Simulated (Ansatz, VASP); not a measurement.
One calculation of Sb, two programs

```
CELL_PARAMETERS angstrom
8.01600 0.00000 0.00000
0.00000 8.01600 0.00000
0.00000 0.00000 3.10278
ATOMIC_POSITIONS crystal
Sb 0.13069 0.36931 0.00000
Sb 0.36931 0.86931 0.00000
Sb 0.86931 0.63069 0.00000
Sb 0.63069 0.13069 0.00000
Sb 0.00000 0.00000 0.00000
Sb 0.50000 0.50000 0.00000
```

Alike in both runs: task relaxation of cell and atoms; functional PBE; k mesh 6 × 6 × 12; occupations gaussian, width 0.1 eV; no spin polarisation.

```csv
,VASP,Ansatz
version,VASP 6.6.1,Ansatz 0.2.0
potentials or method,"VASP PAW PBE potentials, release 64 (Sb), cutoff 500 eV","scalar-relativistic, plane waves, PAW"
valence electrons in the cell,30,90
```

|  | VASP | Ansatz | Ansatz less VASP |
| --- | --- | --- | --- |
| gap on the k mesh at the Fermi level, each at its own relaxed structure (eV) | none | none | - |
| relaxed volume (Å³/atom) | 32.77 | 32.79 | +0.017 |
| relaxed cell length with the largest relative difference (Å) | 3.137 | 3.139 | +0.0018 |

A gap of «none» marks a metal or a gap that the smearing closes. VASP's potentials hold 30 valence electrons a cell and Ansatz's 90, so a difference there can come from the potentials and not from the codes.

Neither program's run includes spin-orbit coupling.
